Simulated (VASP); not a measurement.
# Si2W (I4/mmm) in VASP: a series of runs

Runs on Si2W. Level: PBE. Tasks: single point.

Everything below comes from runs of VASP 6.6.1. Logs are shortened: lines on timing, memory, paths and dates and some standing lists are left out, and cuts for length are marked.

### 1 The cell of the first run

Symmetry: I4/mmm, No. 139, tetragonal system. Conventional cell: a = 3.229 Å, b = 3.229 Å, c = 7.867 Å, α = 90.00°, β = 90.00°, γ = 90.00°. Si (site symmetry 4mm) has 9 Si at 2.60 to 3.23 Å and 5 W at 2.63 Å within 3.4 Å. Within 3.5 Å of W (site symmetry 4/mmm) lie 10 Si at 2.63 Å and 4 W at 3.23 Å.

### 2 Single point, PBE

INCAR

```
PREC = Accurate
ENCUT = 520
EDIFF = 1E-7
ISMEAR = 0
SIGMA = 0.1
LREAL = F
LASPH = T
NELM = 60
ALGO = Normal
ISIF = 2
LWAVE = F
LCHARG = F
GGA = PE
NBANDS = 18
```

KPOINTS

```
Automatic mesh
0
Gamma
  18 18 18
```

POSCAR

```
Si2W
1.0
   -1.6144976656      1.6144976656      3.9334141204
    1.6144976656     -1.6144976656      3.9334141204
    1.6144976656      1.6144976656     -3.9334141204
Si W
2 1
Direct
    0.3345743999      0.3345743999      0.0000000000
    0.6654256001      0.6654256001      0.0000000000
    0.0000000000      0.0000000000      0.0000000000
```

Potentials or basis: VASP PAW PBE potentials, release 64 (Si, W_sv).

On the command line:

```
$ cat potpaw_PBE.64/Si/POTCAR potpaw_PBE.64/W_sv/POTCAR > POTCAR
$ mpirun -np 1 vasp_std > vasp.out
```

OUTCAR:

```text
PREC = Accurate
   ENCUT = 520
   EDIFF = 1E-7
   ISMEAR = 0
   LREAL = F
   LASPH = T
   NELM = 60
   ISIF = 2
   GGA = PE

 ion  position               nearest neighbor table
   1  0.335  0.335  0.000-   2 2.60   3 2.63   3 2.63   3 2.63   3 2.63   3 2.63   2 2.64   2 2.64
                             2 2.64   2 2.64
   2  0.665  0.665  0.000-   1 2.60   3 2.63   3 2.63   3 2.63   3 2.63   3 2.63   1 2.64   1 2.64
                             1 2.64   1 2.64
   3  0.000  0.000  0.000-   2 2.63   2 2.63   2 2.63   1 2.63   2 2.63   1 2.63   1 2.63   1 2.63
                             1 2.63   2 2.63

  LATTYP: Found a body centered tetragonal cell.
 ALAT       =     3.2289953312
 C/A-ratio  =     2.4363083355

  Lattice vectors:

 A1 = (  -1.6144976656,   1.6144976656,   3.9334141204)
 A2 = (   1.6144976656,  -1.6144976656,   3.9334141204)
 A3 = (   1.6144976656,   1.6144976656,  -3.9334141204)

Analysis of symmetry for initial positions (statically):
=====================================================================
 Subroutine PRICEL returns:
 Original cell was already a primitive cell.

 Routine SETGRP: Setting up the symmetry group for a
 body centered tetragonal supercell.

 Subroutine GETGRP returns: Found 16 space group operations
 (whereof 16 operations were pure point group operations)
 out of a pool of 16 trial point group operations.

The static configuration has the point symmetry D_4h.

Analysis of symmetry for dynamics (positions and initial velocities):
=====================================================================
 Subroutine PRICEL returns:
 Original cell was already a primitive cell.

 Routine SETGRP: Setting up the symmetry group for a
 body centered tetragonal supercell.

 Subroutine GETGRP returns: Found 16 space group operations
 (whereof 16 operations were pure point group operations)
 out of a pool of 16 trial point group operations.

The dynamic configuration has the point symmetry D_4h.

 Subroutine INISYM returns: Found 16 space group operations
 (whereof 16 operations are pure point group operations),
 and found     1 'primitive' translations

----------------------------------------------------------------------------------------

                                     Primitive cell

  volume of cell :      41.0114

  direct lattice vectors                    reciprocal lattice vectors
    -1.614497666  1.614497666  3.933414120     0.000000000  0.309693851  0.127116033
     1.614497666 -1.614497666  3.933414120     0.309693851  0.000000000  0.127116033
     1.614497666  1.614497666 -3.933414120     0.309693851  0.309693851  0.000000000

  length of vectors
     4.548071247  4.548071247  4.548071247     0.334766736  0.334766736  0.437973245

  position of ions in fractional coordinates (direct lattice)
     0.334574400  0.334574400  0.000000000
     0.665425600  0.665425600  0.000000000
     0.000000000  0.000000000  0.000000000

  ion indices of the primitive-cell ions
   primitive index   ion index
                 1           1
                 2           2
                 3           3

----------------------------------------------------------------------------------------

 KPOINTS: Automatic mesh

Automatic generation of k-mesh.
 Grid dimensions read from file:
 generate k-points for:   18   18   18

 Generating k-lattice:

  Cartesian coordinates                     Fractional coordinates (reciprocal lattice)
     0.000000000  0.017205214  0.007062002     0.055555556 -0.000000000  0.000000000
     0.017205214  0.000000000  0.007062002    -0.000000000  0.055555556  0.000000000
     0.017205214  0.017205214  0.000000000     0.000000000  0.000000000  0.055555556

  Length of vectors
     0.018598152  0.018598152  0.024331847

  Shift w.r.t. Gamma in fractional coordinates (k-lattice)
     0.000000000  0.000000000  0.000000000

 Subroutine IBZKPT returns following result:
 ===========================================

 Found    480 irreducible k-points:

 Following reciprocal coordinates:
            Coordinates               Weight
  0.000000  0.000000  0.000000      1.000000
  0.055556 -0.000000  0.000000      8.000000
  0.111111 -0.000000  0.000000      8.000000
  0.166667  0.000000  0.000000      8.000000
  0.222222  0.000000 -0.000000      8.000000
  0.277778 -0.000000  0.000000      8.000000
[... 16 lines left out ...]
 -0.277778  0.055556  0.000000     16.000000
 -0.222222  0.055556  0.000000     16.000000
 [... further k-points ...]
   k-points           NKPTS =    480   k-points in BZ     NKDIM =    480   number of bands    NBANDS=     18
   number of dos      NEDOS =    301   number of ions     NIONS =      3
   total plane-waves  NPLWV =  46656
   dimension x,y,z NGX =    36 NGY =   36 NGZ =   36
   dimension x,y,z NGXF=    72 NGYF=   72 NGZF=   72
   ions per type =               2   1
   NGX,Y,Z   is equivalent  to a cutoff of  13.16, 13.16, 13.16 a.u.
   NGXF,Y,Z  is equivalent  to a cutoff of  26.32, 26.32, 26.32 a.u.
 SYSTEM =  unknown system
   PREC   = accura    normal or accurate (medium, high low for compatibility)
   ISTART =      0    job   : 0-new  1-cont  2-samecut
   ICHARG =      2    charge: 1-file 2-atom 10-const
   ISPIN  =      1    spin polarized calculation?
   LNONCOLLINEAR =      F non collinear calculations
   LSORBIT =      F    spin-orbit coupling
   LASPH  =      T    aspherical Exc in radial PAW
   ENCUT  =  520.0 eV  38.22 Ry    6.18 a.u.   8.46  8.46  8.46*2*pi/ulx,y,z
   NELM   =     60;   NELMIN=  2; NELMDL= -5     # of ELM steps
   EDIFF  = 0.1E-06   stopping-criterion for ELM
   LREAL  =      F    real-space projection
   EDIFFG = 0.1E-05   stopping-criterion for IOM
   NSW    =      0    number of steps for IOM
   IBRION =     -1    ionic relax: 0-MD 1-quasi-New 2-CG
   NFREE  =      0    steps in history (QN), initial steepest desc. (CG)
   ISIF   =      2    stress and relaxation
   ISYM   =      2    0-nonsym 1-usesym 2-fastsym
   POTIM  = 0.5000    time-step for ionic-motion
   TEBEG  =    0.0;   TEEND  =   0.0 temperature during run
   PSTRESS=    0.0 pullay stress
   NELECT =      22.0000    total number of electrons
   NUPDOWN=      -1.0000    fix difference up-down
   EMIN   =  10.00;   EMAX   =-10.00  energy-range for DOS
   EFERMI =   0.00;   METHOD = LEGACY
   ISMEAR =     0;   SIGMA  =   0.10  broadening in eV -4-tet -1-fermi 0-gaus
   EFERMI_NEDOS =   21; number of points for ismear=-14 and -15
   IALGO  =     38    algorithm
   IMIX   =      4    mixing-type and parameters
     AMIX     =   0.40;   BMIX     =  1.00
     AMIX_MAG =   1.60;   BMIX_MAG =  1.00
  volume/ion in A,a.u.               =      13.67        92.25
  Fermi-wavevector in a.u.,A,eV,Ry     =   1.330192  2.513698 24.074283  1.769410
  Thomas-Fermi vector in A             =   2.459297
   LORBIT       =      0    0 simple, 1 ext, 2 COOP (PROOUT), +10 PAW based schemes
   GGA     = PE    functional components
   LHFCALC =     F    Hartree Fock is set to
   AEXX    =    0.0000 exact exchange contribution
   IVDW    =     0    specifies the selected vdW correction
   LEPSILON=     F    determine dielectric tensor
   LRPA    =     F    only Hartree local field effects (RPA)
 non-spin polarized calculation
 Gauss-broadening in eV      SIGMA  =   0.10
  energy-cutoff  :      520.00
  volume of cell :       41.01
 maximum number of plane-waves:      1134
 NGX is ok and might be reduce to    36

 number of electron      22.0000000 magnetization

 Free energy of the ion-electron system (eV)
  ---------------------------------------------------
  ext. energy  EPLUGINS =         0.00000000
  ---------------------------------------------------
  free energy    TOTEN  =       -24.81572811 eV

  energy without entropy =      -24.81482269  energy(sigma->0) =      -24.81527540

 E-fermi :  11.7592     XC(G=0): -12.4612

 val. band max:       11.7394064684   @ k =  -0.3889   0.5000   0.3333
 cond. band min:      11.7966126206   @ k =  -0.3889  -0.4444   0.3889
 fundamental gap:      0.0572061521
 Fermi energy:        11.7591929944

 k-point     1 :       0.0000    0.0000    0.0000
  band No.  band energies     occupation
      1     -62.1259      2.00000
      2     -26.3728      2.00000
      3     -26.3595      2.00000
      4     -26.3595      2.00000
      5      -2.2027      2.00000
      6       4.9988      2.00000
[... 10 lines left out ...]
     17      17.3569      0.00000
     18      17.3569      0.00000

 k-point     2 :       0.0556   -0.0000    0.0000
  band No.  band energies     occupation
      1     -62.1257      2.00000
      2     -26.3723      2.00000
      3     -26.3657      2.00000
      4     -26.3589      2.00000
      5      -2.1444      2.00000
      6       5.0020      2.00000
[... 10 lines left out ...]
     17      17.3608      0.00000
     18      17.5834      0.00000

 k-point     3 :       0.1111   -0.0000    0.0000
  band No.  band energies     occupation
      1     -62.1251      2.00000
      2     -26.3838      2.00000
      3     -26.3710      2.00000
      4     -26.3573      2.00000
      5      -1.9708      2.00000
      6       5.0021      2.00000
[... 10 lines left out ...]
     17      17.4157      0.00000
     18      18.1385      0.00000

 k-point     4 :       0.1667    0.0000    0.0000
  band No.  band energies     occupation
      1     -62.1242      2.00000
      2     -26.4113      2.00000
      3     -26.3689      2.00000
      4     -26.3548      2.00000
      5      -1.6856      2.00000
      6       4.9648      2.00000
[... 375 lines left out ...]
      4     -26.3513      2.00000
      5      -0.2719      2.00000
      6       4.1180      2.00000
[... 10 lines left out ...]
     17      18.9690      0.00000
     18      19.9005      0.00000

 k-point    23 :      -0.2778    0.0556    0.0000
  band No.  band energies     occupation
      1     -62.1216      2.00000
      2     -26.4796      2.00000
      3     -26.3624      2.00000
      4     -26.3544      2.00000
      5      -0.8333      2.00000
      6       4.7023      2.00000
[... 10 lines left out ...]
     17      18.6513      0.00000
     18      19.7652      0.00000

 k-point    24 :      -0.2222    0.0556    0.0000
  band No.  band energies     occupation
      1     -62.1229      2.00000
      2     -26.4442      2.00000
      3     -26.3652      2.00000
      4     -26.3578      2.00000
      5      -1.3060      2.00000
      6       5.0931      2.00000
[... 10 lines left out ...]
     17      17.9616      0.00000
     18      19.8911      0.00000

 [... further k-points ...]
[... 5 lines left out ...]
  --------------------------------------------------------------------------------------
  -------------------------------------------------------------------------------------
  Total        0.0340827      0.0340827      0.0196252      0.0000000      0.0000000      0.0000000
  in kB        1.3314950      1.3314950      0.7666903      0.0000000      0.0000000      0.0000000
  external PRESSURE =       1.1432268 kB  Pullay stress =       0.0000000 kB

 VOLUME and BASIS-vectors are now :
 -----------------------------------------------------------------------------
  energy-cutoff  :      520.00
  volume of cell :       41.01
      direct lattice vectors                 reciprocal lattice vectors
    -1.614497666  1.614497666  3.933414120     0.000000000  0.309693851  0.127116033
     1.614497666 -1.614497666  3.933414120     0.309693851  0.000000000  0.127116033
     1.614497666  1.614497666 -3.933414120     0.309693851  0.309693851  0.000000000

 POSITION                                       TOTAL-FORCE (eV/Angst)
 -----------------------------------------------------------------------------------
      0.00000      0.00000      2.63204         0.000000      0.000000     -0.004039
      0.00000      0.00000      5.23479        -0.000000     -0.000000      0.004039
      0.00000      0.00000      0.00000        -0.000000     -0.000000     -0.000000
 -----------------------------------------------------------------------------------
    total drift:                               -0.000000      0.000000     -0.000000

  FREE ENERGIE OF THE ION-ELECTRON SYSTEM (eV)
  ---------------------------------------------------
  free  energy   TOTEN  =       -24.8157281092 eV

  energy  without entropy=      -24.8148226929  energy(sigma->0) =      -24.81527540
```

Wall time 3.1 min (1 thread of Intel Xeon 6975P-C (Granite Rapids), shared host); peak memory 0.46 GiB.

What came out:

* Free energy: -24.8157 eV
* Pressure: 0.1 GPa
* Largest force: 0.004 eV/Å
* Band gap on the k mesh: zero (band 11 reaches 12.49 eV, above the bottom of band 12 at 11.24 eV)

Forces on the atoms (eV/Å):
```
Si   0.000  0.000 -0.004
Si   0.000  0.000  0.004
W    0.000  0.000  0.000
```

Caveat: spin-orbit coupling is left out, which moves the levels of the heavy elements.

### 3 Single point, PBE

This run uses another cell than the first one, of the same volume but with other edges.

INCAR

```
SYSTEM = Si2W
  PREC = Accurate
  ENCUT = 520
  EDIFF = 1E-6
  ISMEAR = 0
  SIGMA = 0.1
  LREAL = .FALSE.
  LASPH = .TRUE.
  NELM = 60
  ALGO = Normal
  ISIF = 2
  LWAVE = .FALSE.
  LCHARG = .FALSE.
  GGA = PE
  NBANDS = 18
  ISYM = 0
```

KPOINTS

```
regular mesh
0
G
  11 11 9
  0 0 0
```

POSCAR

```
Si2W
1.0
    3.2289953312      0.0000000000      0.0000000000
    0.0000000000      3.2289953312      0.0000000000
    1.6144976656     -1.6144976656      3.9334141204
Si W
2 1
Direct
    0.6654256001      0.3345743999      0.6691487997
    0.3345743999      0.6654256001      0.3308512003
    0.0000000000      0.0000000000      0.0000000000
```

Potentials or basis: VASP PAW PBE potentials, release 64 (Si, W_sv).

On the command line:

```
$ cat potpaw_PBE.64/Si/POTCAR potpaw_PBE.64/W_sv/POTCAR > POTCAR
$ mpirun -np 1 vasp_std > vasp.out
```

It took 87 s on 1 thread of Intel Xeon 6975P-C (Granite Rapids), shared host; peak memory 0.46 GiB.

The run converged. Its results:

```
Free energy            : -24.8143 eV
Pressure               : 0.1 GPa
Largest force          : 0.024 eV/Å
Band gap on the k mesh : zero (band 11 reaches 12.49 eV, above the bottom of band 12 at 11.32 eV)
```

Forces on the atoms (eV/Å):
```
Si   0.000  0.000 -0.024
Si   0.000  0.000  0.024
W    0.000  0.000  0.000
```

Stress tensor (GPa, compression positive):
```
 0.06  0.00 -0.01
 0.00  0.06  0.01
-0.01  0.01  0.13
```

Levels at points of the mesh, in eV from the Fermi level:
```
           k point  band 8  band 9  band 10  band 11  band 12  band 13  band 14  band 15
(0.00, 0.00, 0.00)   -3.25   -2.80    -2.80     0.60     2.66     2.99     3.04     3.04
```

Caveat: spin-orbit coupling is left out, which moves the levels of the heavy elements.
